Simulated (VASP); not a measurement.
# CuSi16 (a cell with a defect) in VASP: further runs, part 2 of 2

VASP 6.6.1.

## Step 4: Single point, PBE

File INCAR:

```
PREC     = Accurate       # precision mode
ENCUT    = 520            # plane-wave cutoff, eV
EDIFF    = 1E-6           # SCF threshold, eV
ISMEAR   = 0              # smearing method
SIGMA    = 0.05           # smearing width, eV
LREAL    = Auto         
LASPH    = T              # aspherical terms in the spheres
NELM     = 100            # most SCF steps
ALGO     = Normal         # electronic algorithm
ISIF     = 2              # what is computed and relaxed
LWAVE    = F              # write WAVECAR
LCHARG   = F              # write CHGCAR
GGA      = PE             # functional
NELECT   = 74.0         
NBANDS   = 52             # bands
```

File KPOINTS:

```
Automatic mesh
0
Gamma
  2 2 2
```

File POSCAR:

```
CuSi16
1.0
    0.0000000000      5.4300000000      5.4300000000
    5.4300000000      0.0000000000      5.4300000000
    5.4300000000      5.4300000000      0.0000000000
Si Cu
16 1
Direct
   -0.0067545120      0.0050690608      0.0046784530
    0.1339512891      0.1265713628      0.1147838858
    0.0326676796     -0.0113207182      0.4907422652
    0.1256883057      0.1286345304      0.6305579190
   -0.0034253223      0.4991242173      0.0036218232
    0.1055162983      0.6322085635      0.1340697053
   -0.0077450276      0.5013400552      0.5080947514
    0.1292129834      0.6151954880      0.6297153775
    0.5076953959      0.0079257827     -0.0260615101
    0.6214380295      0.1351951197      0.1169172192
    0.4989835175      0.0035746777      0.5082923573
    0.6610043278      0.1144391344      0.6025365562
    0.4765579190      0.5063848066      0.0118041436
    0.6251125230      0.6232071823      0.1168523020
    0.5027819521      0.4826624309      0.5083335175
    0.6199948435      0.6188593002      0.6383147330
    0.4765682320      0.8414118785      0.3359325046
```

The run is started by

```bash
$ cat potpaw_PBE.64/Si/POTCAR potpaw_PBE.64/Cu/POTCAR > POTCAR
$ mpirun -np 1 vasp_std > vasp.out
```

Run time: 4.4 min. Hardware: 1 thread of Intel Xeon 6975P-C (Granite Rapids), shared host; peak memory 0.49 GiB.

The run converged. Its results:

* Free energy: -94.2141 eV
* Largest force: 0.092 eV/Å

Forces in eV/Å, atoms in the order of the input:
```
Si  -0.009 -0.019  0.001
Si  -0.012 -0.014 -0.006
Si  -0.021  0.027  0.019
Si  -0.009  0.014  0.020
Si  -0.010 -0.014 -0.010
Si   0.005 -0.016 -0.014
Si  -0.010 -0.001 -0.009
Si  -0.025  0.000 -0.006
Si   0.012 -0.002  0.034
Si   0.023  0.017  0.002
Si   0.010  0.029  0.029
Si   0.005  0.033  0.036
Si  -0.002 -0.004 -0.022
Si  -0.002  0.006 -0.042
Si  -0.006  0.017 -0.002
Si   0.013  0.002  0.009
Cu   0.038 -0.074 -0.040
```

Levels at points of the mesh, in eV from the Fermi level:
| k point | band 35 | band 36 | band 37 | band 38 | band 39 | band 40 |
| --- | --- | --- | --- | --- | --- | --- |
| (0.00, 0.00, 0.00) | -0.61 | -0.23 | -0.07 | 0.07 | 0.31 | 0.55 |
| (0.50, 0.00, 0.00) | -0.91 | -0.66 | -0.50 | 0.51 | 1.01 | 1.34 |
| (0.00, 0.50, 0.00) | -0.94 | -0.89 | -0.77 | 0.56 | 1.09 | 1.21 |
| (0.00, 0.00, 0.50) | -0.93 | -0.92 | -0.81 | 0.51 | 1.11 | 1.19 |
| (0.50, 0.50, 0.50) | -0.93 | -0.88 | -0.76 | 0.57 | 1.07 | 1.21 |
| (0.50, 0.50, 0.00) | -1.51 | -1.46 | -1.14 | 0.65 | 0.94 | 1.93 |
| (0.00, 0.50, 0.50) | -1.50 | -1.46 | -1.13 | 0.64 | 0.94 | 1.92 |
| (0.50, 0.00, 0.50) | -1.52 | -1.44 | -1.18 | 0.66 | 0.94 | 1.93 |

Caveat: the k points lie up to 0.50 Å⁻¹ apart; the cell carries a net charge on a neutralising background, which shifts energy and pressure; the cell is charged against a uniform background, so pressure and absolute levels hang on convention.

## Step 5: Single point, PBE

File INCAR:

```
SYSTEM = CuSi16
PREC = Accurate
ENCUT = 520
EDIFF = 1E-7
ISMEAR = 0
SIGMA = 0.05
LREAL = Auto
LASPH = .True.
NELM = 80
ALGO = Normal
ISIF = 2
LWAVE = .False.
LCHARG = .False.
GGA = PE
NBANDS = 52
NELECT = 74.0
```

File KPOINTS:

```
Automatic mesh
0
Gamma
  2 2 2
  0 0 0
```

File POSCAR:

```
CuSi16
1.0
    0.0000000000      5.4300000000      5.4300000000
    5.4300000000      0.0000000000      5.4300000000
    5.4300000000      5.4300000000      0.0000000000
Si Cu
16 1
Direct
    0.0007551565      0.0051155617      0.0062938306
    0.1269414365      0.1362500921      0.1210095764
   -0.0136240331      0.0061220074      0.5107708103
    0.1151870166      0.1299360037      0.6320875691
    0.0075608656      0.5075010129      0.0138413444
    0.1325601289      0.6325932781      0.1348691529
    0.0024839779      0.5025360958      0.5088464088
    0.1232565378      0.6234263352      0.6397670350
    0.5107834254      0.0107902394     -0.0236174954
    0.6282998158      0.1283427256      0.1156622468
    0.4889821363     -0.0109279926      0.4927340700
    0.6185379374      0.1187845304      0.6051353591
    0.5051104972      0.5008003683      0.0062526703
    0.6362587477      0.6270720074      0.1209138122
    0.5060406998      0.4866114180      0.5106057090
    0.6298737569      0.6152908840      0.6320358195
    0.3515790976      0.8518411602      0.3429148250
```

The run is started by

```bash
$ cat potpaw_PBE.64/Si/POTCAR potpaw_PBE.64/Cu/POTCAR > POTCAR
$ mpirun -np 1 vasp_std > vasp.out
```

Wall time 6.4 min (1 thread of Intel Xeon 6975P-C (Granite Rapids), shared host); peak memory 0.49 GiB.

It converged, with:

```
Free energy   : -94.2229 eV
Largest force : 0.013 eV/Å
```

Forces in eV/Å, atoms in the order of the input:
```
Si  -0.003 -0.001  0.003
Si   0.004 -0.003 -0.003
Si  -0.004 -0.005  0.002
Si   0.000 -0.001 -0.002
Si  -0.002 -0.004  0.001
Si   0.000  0.001 -0.002
Si  -0.001 -0.001  0.002
Si   0.000  0.002 -0.008
Si  -0.005 -0.007  0.002
Si   0.001  0.000 -0.001
Si   0.003  0.004  0.003
Si   0.006  0.006  0.000
Si   0.000 -0.002  0.004
Si  -0.004  0.005 -0.005
Si  -0.004 -0.003  0.001
Si   0.000  0.000 -0.002
Cu   0.007  0.010  0.005
```

Levels at points of the mesh, in eV from the Fermi level:
```
           k point  band 34  band 35  band 36  band 37  band 38  band 39  band 40  band 41
(0.00, 0.00, 0.00)    -1.01    -0.63    -0.19    -0.07     0.07     0.40     0.59     0.61
(0.50, 0.00, 0.00)    -0.94    -0.90    -0.84    -0.75     0.55     1.12     1.25     1.31
(0.00, 0.50, 0.00)    -0.94    -0.90    -0.84    -0.74     0.55     1.12     1.25     1.31
(0.00, 0.00, 0.50)    -0.94    -0.88    -0.88    -0.80     0.50     1.15     1.24     1.32
(0.50, 0.50, 0.50)    -0.91    -0.89    -0.65    -0.52     0.52     1.00     1.34     1.37
(0.50, 0.50, 0.00)    -1.51    -1.50    -1.42    -1.12     0.67     0.98     1.95     2.05
(0.00, 0.50, 0.50)    -1.54    -1.46    -1.43    -1.08     0.66     0.99     1.94     2.06
(0.50, 0.00, 0.50)    -1.54    -1.46    -1.43    -1.08     0.65     0.99     1.94     2.06
```

Caveat: the k points lie up to 0.50 Å⁻¹ apart; the cell carries a net charge on a neutralising background, which shifts energy and pressure; the cell is charged against a uniform background, so pressure and absolute levels hang on convention.
